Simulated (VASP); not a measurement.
A run of VASP 6.6.1 is set up as follows.

The input INCAR:

```
PREC = Accurate ; ENCUT = 520
EDIFF = 1E-6 ; ISMEAR = 0
SIGMA = 0.1 ; LREAL = F
LASPH = T ; NELM = 60
ALGO = Normal ; ISIF = 2
LWAVE = F ; LCHARG = F
GGA = PE ; NBANDS = 31
```

Contents of KPOINTS:

```
regular mesh
0
Gamma
  4 4 4
```

Contents of POSCAR:

```
Ag3SF
1.0
    4.5893445689      0.0000000000      0.0000000000
    0.0000000000      4.5893445689      0.0000000000
    0.0000000000      0.0000000000      4.5893445689
Ag S F
3 1 1
Direct
    0.0000000000      0.5000000000      0.5000000000
    0.5000000000      0.0000000000      0.5000000000
    0.5000000000      0.5000000000      0.0000000000
    0.0000000000      0.0000000000      0.0000000000
    0.5000000000      0.5000000000      0.5000000000
```

Potentials or basis: VASP PAW PBE potentials, release 64 (Ag, S, F).

Run with:

```console
$ cat potpaw_PBE.64/Ag/POTCAR potpaw_PBE.64/S/POTCAR potpaw_PBE.64/F/POTCAR > POTCAR
$ mpirun -np 1 vasp_std > vasp.out
```

Task: What does it give for the band gap on the k mesh?

Result: Zero (bands 23 and 24 overlap by 1.40 eV).

Task: Estimate the pressure.

Result: -0.4 GPa.
